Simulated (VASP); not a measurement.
# CdS in VASP: notebook

The runs below take CdS through single point, with PBE.

Everything below comes from runs of VASP 6.6.1. Logs are shortened: lines on timing, memory, paths and dates and some standing lists are left out, and cuts for length are marked.

## 1. The cell of the first run

The structure is hexagonal, space group P6_3mc (No. 186). The conventional cell has a = 4.011 Å, b = 4.011 Å, c = 6.749 Å, α = 90.00°, β = 90.00°, γ = 120.00°. Within 3.2 Å of Cd (site symmetry 3m) lie 4 S at 2.44 to 2.60 Å. Within 3.2 Å of S (site symmetry 3m) lie 4 Cd at 2.44 to 2.60 Å.

## 2. Single point, PBE (equal xx and yy strain of -3 %)

Contents of INCAR:

```
SYSTEM = CdS
  PREC = Accurate
  ENCUT = 520
  EDIFF = 1E-7
  ISMEAR = -1
  SIGMA = 0.01
  LREAL = .FALSE.
  LASPH = .TRUE.
  NELM = 100
  ALGO = Normal
  ISIF = 2
  LWAVE = .FALSE.
  LCHARG = .FALSE.
  GGA = PE
  NBANDS = 26
```

Contents of KPOINTS:

```
regular mesh
0
G
  7 7 4
  0 0 0
```

Contents of POSCAR:

```
CdS
1.0
    4.0107552273      0.0000000000      0.0000000000
   -2.0053776136      3.4734159152      0.0000000000
    0.0000000000      0.0000000000      6.7490000000
Cd S
2 2
Direct
    0.3333333333      0.6666666667      0.0000000000
    0.6666666667      0.3333333333      0.5000000000
    0.3333333333      0.6666666667      0.3850000000
    0.6666666667      0.3333333333      0.8850000000
```

Potentials or basis: VASP PAW PBE potentials, release 64 (Cd, S).

Run with:

```console
$ cat potpaw_PBE.64/Cd/POTCAR potpaw_PBE.64/S/POTCAR > POTCAR
$ mpirun -np 1 vasp_std > vasp.out
```

OUTCAR:

```text
SYSTEM = CdS
   PREC = Accurate
   ENCUT = 520
   EDIFF = 1E-7
   ISMEAR = -1
   LREAL = .FALSE.
   LASPH = .TRUE.
   NELM = 100
   ISIF = 2
   GGA = PE

 ion  position               nearest neighbor table
   1  0.333  0.667  0.000-   4 2.44   4 2.44   4 2.44   3 2.60
   2  0.667  0.333  0.500-   3 2.44   3 2.44   3 2.44   4 2.60
   3  0.333  0.667  0.385-   2 2.44   2 2.44   2 2.44   1 2.60
   4  0.667  0.333  0.885-   1 2.44   1 2.44   1 2.44   2 2.60

  LATTYP: Found a hexagonal cell.
 ALAT       =     4.0107552273
 C/A-ratio  =     1.6827254763

  Lattice vectors:

 A1 = (   4.0107552273,   0.0000000000,   0.0000000000)
 A2 = (  -2.0053776136,   3.4734159152,   0.0000000000)
 A3 = (   0.0000000000,   0.0000000000,   6.7490000000)

Analysis of symmetry for initial positions (statically):
=====================================================================
 Subroutine PRICEL returns:
 Original cell was already a primitive cell.

 Routine SETGRP: Setting up the symmetry group for a
 hexagonal supercell.

 Subroutine GETGRP returns: Found 12 space group operations
 (whereof  6 operations were pure point group operations)
 out of a pool of 24 trial point group operations.

The static configuration has the point symmetry C_3v.
 The point group associated with its full space group is C_6v.

Analysis of symmetry for dynamics (positions and initial velocities):
=====================================================================
 Subroutine PRICEL returns:
 Original cell was already a primitive cell.

 Routine SETGRP: Setting up the symmetry group for a
 hexagonal supercell.

 Subroutine GETGRP returns: Found 12 space group operations
 (whereof  6 operations were pure point group operations)
 out of a pool of 24 trial point group operations.

The dynamic configuration has the point symmetry C_3v.
 The point group associated with its full space group is C_6v.

 Subroutine INISYM returns: Found 12 space group operations
 (whereof  6 operations are pure point group operations),
 and found     1 'primitive' translations

----------------------------------------------------------------------------------------

                                     Primitive cell

  volume of cell :      94.0205

  direct lattice vectors                    reciprocal lattice vectors
     4.010755227  0.000000000  0.000000000     0.249329601  0.143950512  0.000000000
    -2.005377614  3.473415915  0.000000000     0.000000000  0.287901024  0.000000000
     0.000000000  0.000000000  6.749000000     0.000000000  0.000000000  0.148170099

  length of vectors
     4.010755227  4.010755227  6.749000000     0.287901024  0.287901024  0.148170099

  position of ions in fractional coordinates (direct lattice)
     0.333333333  0.666666667  0.000000000
     0.666666667  0.333333333  0.500000000
     0.333333333  0.666666667  0.385000000
     0.666666667  0.333333333  0.885000000

  ion indices of the primitive-cell ions
   primitive index   ion index
                 1           1
                 2           2
                 3           3
                 4           4

----------------------------------------------------------------------------------------

 KPOINTS: regular mesh

Automatic generation of k-mesh.
 Grid dimensions read from file:
 generate k-points for:    7    7    4

 Generating k-lattice:

  Cartesian coordinates                     Fractional coordinates (reciprocal lattice)
     0.035618514  0.020564359  0.000000000     0.142857143  0.000000000  0.000000000
     0.000000000  0.041128718  0.000000000     0.000000000  0.142857143  0.000000000
     0.000000000  0.000000000  0.037042525     0.000000000  0.000000000  0.250000000

  Length of vectors
     0.041128718  0.041128718  0.037042525

  Shift w.r.t. Gamma in fractional coordinates (k-lattice)
     0.000000000  0.000000000  0.000000000

 Subroutine IBZKPT returns following result:
 ===========================================

 Found     24 irreducible k-points:

 Following reciprocal coordinates:
            Coordinates               Weight
  0.000000  0.000000  0.000000      1.000000
  0.142857 -0.000000  0.000000      6.000000
  0.285714  0.000000  0.000000      6.000000
  0.428571  0.000000  0.000000      6.000000
  0.142857  0.142857  0.000000      6.000000
  0.285714  0.142857  0.000000     12.000000
[... 16 lines left out ...]
  0.428571  0.142857  0.500000      6.000000
  0.285714  0.285714  0.500000      6.000000
   k-points           NKPTS =     24   k-points in BZ     NKDIM =     24   number of bands    NBANDS=     26
   number of dos      NEDOS =    301   number of ions     NIONS =      4
   total plane-waves  NPLWV =  45000
   dimension x,y,z NGX =    30 NGY =   30 NGZ =   50
   dimension x,y,z NGXF=    60 NGYF=   60 NGZF=  100
   ions per type =               2   2
   NGX,Y,Z   is equivalent  to a cutoff of  12.44, 12.44, 12.32 a.u.
   NGXF,Y,Z  is equivalent  to a cutoff of  24.87, 24.87, 24.63 a.u.
 SYSTEM =  CdS
   PREC   = accura    normal or accurate (medium, high low for compatibility)
   ISTART =      0    job   : 0-new  1-cont  2-samecut
   ICHARG =      2    charge: 1-file 2-atom 10-const
   ISPIN  =      1    spin polarized calculation?
   LNONCOLLINEAR =      F non collinear calculations
   LSORBIT =      F    spin-orbit coupling
   LASPH  =      T    aspherical Exc in radial PAW
   ENCUT  =  520.0 eV  38.22 Ry    6.18 a.u.   7.46  7.46 12.55*2*pi/ulx,y,z
   NELM   =    100;   NELMIN=  2; NELMDL= -5     # of ELM steps
   EDIFF  = 0.1E-06   stopping-criterion for ELM
   LREAL  =      F    real-space projection
   EDIFFG = 0.1E-05   stopping-criterion for IOM
   NSW    =      0    number of steps for IOM
   IBRION =     -1    ionic relax: 0-MD 1-quasi-New 2-CG
   NFREE  =      0    steps in history (QN), initial steepest desc. (CG)
   ISIF   =      2    stress and relaxation
   ISYM   =      2    0-nonsym 1-usesym 2-fastsym
   POTIM  = 0.5000    time-step for ionic-motion
   TEBEG  =    0.0;   TEEND  =   0.0 temperature during run
   PSTRESS=    0.0 pullay stress
   NELECT =      36.0000    total number of electrons
   NUPDOWN=      -1.0000    fix difference up-down
   EMIN   =  10.00;   EMAX   =-10.00  energy-range for DOS
   EFERMI =   0.00;   METHOD = LEGACY
   ISMEAR =    -1;   SIGMA  =   0.01  broadening in eV -4-tet -1-fermi 0-gaus
   EFERMI_NEDOS =   21; number of points for ismear=-14 and -15
   IALGO  =     38    algorithm
   IMIX   =      4    mixing-type and parameters
     AMIX     =   0.40;   BMIX     =  1.00
     AMIX_MAG =   1.60;   BMIX_MAG =  1.00
  volume/ion in A,a.u.               =      23.51       158.62
  Fermi-wavevector in a.u.,A,eV,Ry     =   1.188780  2.246469 19.227729  1.413198
  Thomas-Fermi vector in A             =   2.324902
   LORBIT       =      0    0 simple, 1 ext, 2 COOP (PROOUT), +10 PAW based schemes
   GGA     = PE    functional components
   LHFCALC =     F    Hartree Fock is set to
   AEXX    =    0.0000 exact exchange contribution
   IVDW    =     0    specifies the selected vdW correction
   LEPSILON=     F    determine dielectric tensor
   LRPA    =     F    only Hartree local field effects (RPA)
 non-spin polarized calculation
  energy-cutoff  :      520.00
  volume of cell :       94.02
 maximum number of plane-waves:      2563
 NGX is ok and might be reduce to    30
   NGX = 15   NGY = 15   NGZ = 25

 number of electron      36.0000004 magnetization

 Free energy of the ion-electron system (eV)
  ---------------------------------------------------
  ext. energy  EPLUGINS =         0.00000000
  ---------------------------------------------------
  free energy    TOTEN  =       -11.99326717 eV

  energy without entropy =      -11.99326717  energy(sigma->0) =      -11.99326717

 E-fermi :   2.0748     XC(G=0):  -9.3963

 val. band max:        1.8335198205   @ k =   0.0000   0.0000   0.0000
 cond. band min:       3.1550881166   @ k =   0.0000   0.0000   0.0000
 fundamental gap:      1.3215682962
 Fermi energy:         2.0747579621

 k-point     1 :       0.0000    0.0000    0.0000
  band No.  band energies     occupation
      1     -10.9503      2.00000
      2     -10.5149      2.00000
      3      -6.1875      2.00000
      4      -6.1875      2.00000
      5      -6.1163      2.00000
      6      -6.1163      2.00000
[... 18 lines left out ...]
     25       9.4287      0.00000
     26       9.4688      0.00000

 k-point     2 :       0.1429   -0.0000    0.0000
  band No.  band energies     occupation
      1     -10.8661      2.00000
      2     -10.4714      2.00000
      3      -6.1451      2.00000
      4      -6.1419      2.00000
      5      -6.0719      2.00000
      6      -6.0636      2.00000
[... 18 lines left out ...]
     25       9.3062      0.00000
     26       9.9198      0.00000

 k-point     3 :       0.2857    0.0000    0.0000
  band No.  band energies     occupation
      1     -10.6676      2.00000
      2     -10.3821      2.00000
      3      -6.0604      2.00000
      4      -6.0441      2.00000
      5      -5.9427      2.00000
      6      -5.9060      2.00000
[... 18 lines left out ...]
     25      10.0488      0.00000
     26      10.3339      0.00000

 k-point     4 :       0.4286    0.0000    0.0000
  band No.  band energies     occupation
      1     -10.4902      2.00000
      2     -10.3292      2.00000
      3      -6.0142      2.00000
      4      -6.0101      2.00000
      5      -5.8475      2.00000
      6      -5.7726      2.00000
[... 18 lines left out ...]
     25      10.1770      0.00000
     26      11.9049      0.00000
[... 496 lines left out ...]
      1     -10.4274      2.00000
      2     -10.4274      2.00000
      3      -5.9678      2.00000
      4      -5.9678      2.00000
      5      -5.9204      2.00000
      6      -5.9204      2.00000
[... 18 lines left out ...]
     25      10.1591      0.00000
     26      10.1591      0.00000

 k-point    23 :       0.4286    0.1429    0.5000
  band No.  band energies     occupation
      1     -10.3698      2.00000
      2     -10.3698      2.00000
      3      -5.9365      2.00000
      4      -5.9365      2.00000
      5      -5.9136      2.00000
      6      -5.9136      2.00000
[... 18 lines left out ...]
     25      10.7928      0.00000
     26      10.7928      0.00000

 k-point    24 :       0.2857    0.2857    0.5000
  band No.  band energies     occupation
      1     -10.3568      2.00000
      2     -10.3568      2.00000
      3      -5.9305      2.00000
      4      -5.9305      2.00000
      5      -5.8744      2.00000
      6      -5.8744      2.00000
[... 18 lines left out ...]
     25      10.6237      0.00000
     26      10.6237      0.00000

------------------------ aborting loop because EDIFF is reached ----------------------------------------

  FORCE on cell =-STRESS in cart. coord.  units (eV):
  Direction    XX          YY          ZZ          XY          YZ          ZX
  --------------------------------------------------------------------------------------
  -------------------------------------------------------------------------------------
  Total        5.9691921      5.9691921      1.9163689      0.0000000      0.0000000      0.0000000
  in kB      101.7193940    101.7193940     32.6563259      0.0000000      0.0000000      0.0000000
  external PRESSURE =      78.6983713 kB  Pullay stress =       0.0000000 kB

 VOLUME and BASIS-vectors are now :
 -----------------------------------------------------------------------------
  energy-cutoff  :      520.00
  volume of cell :       94.02
      direct lattice vectors                 reciprocal lattice vectors
     4.010755227  0.000000000  0.000000000     0.249329601  0.143950512  0.000000000
    -2.005377614  3.473415915  0.000000000     0.000000000  0.287901024  0.000000000
     0.000000000  0.000000000  6.749000000     0.000000000  0.000000000  0.148170099

 POSITION                                       TOTAL-FORCE (eV/Angst)
 -----------------------------------------------------------------------------------
     -0.00000      2.31561      0.00000         0.000000      0.000000      0.590778
      2.00538      1.15781      3.37450        -0.000000      0.000000      0.590778
     -0.00000      2.31561      2.59836        -0.000000     -0.000000     -0.590778
      2.00538      1.15781      5.97286         0.000000      0.000000     -0.590778
 -----------------------------------------------------------------------------------
    total drift:                               -0.000000     -0.000000     -0.001124

  FREE ENERGIE OF THE ION-ELECTRON SYSTEM (eV)
  ---------------------------------------------------
  free  energy   TOTEN  =       -11.9932671702 eV

  energy  without entropy=      -11.9932671702  energy(sigma->0) =      -11.99326717
```

Run time: 94 s. Hardware: 1 thread of Intel Xeon 8259CL, shared host; peak memory 0.22 GiB.

What came out:

- Free energy: -11.9933 eV
- Pressure: 7.9 GPa
- Largest force: 0.591 eV/Å
- Band gap on the k mesh: 1.32 eV

Forces in eV/Å, atoms in the order of the input:
```
Cd   0.000  0.000  0.591
Cd   0.000  0.000  0.591
S    0.000  0.000 -0.591
S    0.000  0.000 -0.591
```

Caveat: the cell differs from its parent crystal (equal xx and yy strain of -3 %); the stress differs along the axes, from 3 to 10 GPa.

## 3. Single point, PBE (equal xx and yy strain of -1 %)

Contents of INCAR:

```
SYSTEM = CdS
ALGO = Normal
EDIFF = 1E-6
ENCUT = 520
GGA = PE
ISIF = 2
ISMEAR = -1
LASPH = .True.
LCHARG = .False.
LREAL = .False.
LWAVE = .False.
NBANDS = 26
NELM = 80
PREC = Accurate
SIGMA = 0.01
```

Contents of KPOINTS:

```
k-points
0
Gamma
  7 7 4
  0 0 0
```

POSCAR: that of step 2 with these lines changed.

```diff
@@ -2,4 +2,4 @@
 1.0
-    4.0107552273      0.0000000000      0.0000000000
-   -2.0053776136      3.4734159152      0.0000000000
+    4.0934512114      0.0000000000      0.0000000000
+   -2.0467256057      3.5450327382      0.0000000000
     0.0000000000      0.0000000000      6.7490000000
```

Potentials or basis: VASP PAW PBE potentials, release 64 (Cd, S).

Run with:

```console
$ cat potpaw_PBE.64/Cd/POTCAR potpaw_PBE.64/S/POTCAR > POTCAR
$ mpirun -np 1 vasp_std > vasp.out
```

OUTCAR:

```text
SYSTEM = CdS
   EDIFF = 1E-6
   ENCUT = 520
   GGA = PE
   ISIF = 2
   ISMEAR = -1
   LASPH = .True.
   LREAL = .False.
   NELM = 80
   PREC = Accurate

 ion  position               nearest neighbor table
   1  0.333  0.667  0.000-   4 2.49   4 2.49   4 2.49   3 2.60
   2  0.667  0.333  0.500-   3 2.49   3 2.49   3 2.49   4 2.60
   3  0.333  0.667  0.385-   2 2.49   2 2.49   2 2.49   1 2.60
   4  0.667  0.333  0.885-   1 2.49   1 2.49   1 2.49   2 2.60

  LATTYP: Found a hexagonal cell.
 ALAT       =     4.0934512114
 C/A-ratio  =     1.6487310222

[... 891 lines left out ...]
  --------------------------------------------------------------------------------------
  -------------------------------------------------------------------------------------
  Total        3.4071087      3.4071087      1.1695741      0.0000000      0.0000000      0.0000000
  in kB       55.7374723     55.7374723     19.1332618      0.0000000      0.0000000      0.0000000
  external PRESSURE =      43.5360688 kB  Pullay stress =       0.0000000 kB

 VOLUME and BASIS-vectors are now :
 -----------------------------------------------------------------------------
  energy-cutoff  :      520.00
  volume of cell :       97.94
      direct lattice vectors                 reciprocal lattice vectors
     4.093451211  0.000000000  0.000000000     0.244292639  0.141042421  0.000000000
    -2.046725606  3.545032738  0.000000000     0.000000000  0.282084842  0.000000000
     0.000000000  0.000000000  6.749000000     0.000000000  0.000000000  0.148170099

 POSITION                                       TOTAL-FORCE (eV/Angst)
 -----------------------------------------------------------------------------------
     -0.00000      2.36336      0.00000         0.000000     -0.000000      0.360934
      2.04673      1.18168      3.37450        -0.000000      0.000000      0.360934
     -0.00000      2.36336      2.59836        -0.000000      0.000000     -0.360934
      2.04673      1.18168      5.97286         0.000000     -0.000000     -0.360934
 -----------------------------------------------------------------------------------
    total drift:                               -0.000000      0.000000     -0.000374

  FREE ENERGIE OF THE ION-ELECTRON SYSTEM (eV)
  ---------------------------------------------------
  free  energy   TOTEN  =       -12.1840006725 eV

  energy  without entropy=      -12.1840006725  energy(sigma->0) =      -12.18400067
```

OSZICAR:

```text
N       E                     dE             d eps       ncg     rms          rms(c)
DAV:   1     0.247760305241E+03    0.24776E+03   -0.17455E+04  1248   0.127E+03
DAV:   2     0.203598315883E+00   -0.24756E+03   -0.23968E+03  1364   0.319E+02
DAV:   3    -0.131309663222E+02   -0.13335E+02   -0.13258E+02  1468   0.746E+01
DAV:   4    -0.132677808498E+02   -0.13681E+00   -0.13670E+00  1458   0.726E+00
DAV:   5    -0.132698717803E+02   -0.20909E-02   -0.20908E-02  1454   0.889E-01    0.119E+01
DAV:   6    -0.122082913089E+02    0.10616E+01   -0.18818E+00  1654   0.145E+01    0.932E+00
DAV:   7    -0.121900774275E+02    0.18214E-01   -0.79846E-01  1296   0.477E+00    0.395E+00
DAV:   8    -0.121848214151E+02    0.52560E-02   -0.10303E-01  1364   0.321E+00    0.608E-01
DAV:   9    -0.121837491318E+02    0.10723E-02   -0.16378E-02  1364   0.163E+00    0.179E-01
DAV:  10    -0.121838471170E+02   -0.97985E-04   -0.13572E-03  1378   0.403E-01    0.111E-01
DAV:  11    -0.121839689495E+02   -0.12183E-03   -0.27276E-04  1384   0.113E-01    0.851E-02
DAV:  12    -0.121839909252E+02   -0.21976E-04   -0.15981E-04  1314   0.966E-02    0.218E-02
DAV:  13    -0.121840003379E+02   -0.94128E-05   -0.23742E-05  1334   0.300E-02    0.533E-03
DAV:  14    -0.121840006725E+02   -0.33455E-06   -0.30523E-06  1246   0.141E-02
   1 F= -.12184001E+02 E0= -.12184001E+02  d E =-.186855E-12
```

Run time: 1.7 min. Hardware: 1 thread of Intel Xeon 8259CL, shared host; peak memory 0.22 GiB.

What came out:

```
Free energy            : -12.1840 eV
Pressure               : 4.4 GPa
Largest force          : 0.361 eV/Å
Band gap on the k mesh : 1.26 eV
```

Forces on the atoms (eV/Å):
```
Cd   0.000  0.000  0.361
Cd   0.000  0.000  0.361
S    0.000  0.000 -0.361
S    0.000  0.000 -0.361
```

Stress tensor (GPa, compression positive):
```
5.57 0.00 0.00
0.00 5.57 0.00
0.00 0.00 1.91
```

Caveat: the cell differs from its parent crystal (equal xx and yy strain of -1 %); the cell stands under pressure.

(Part 1 of 2 ends here.)
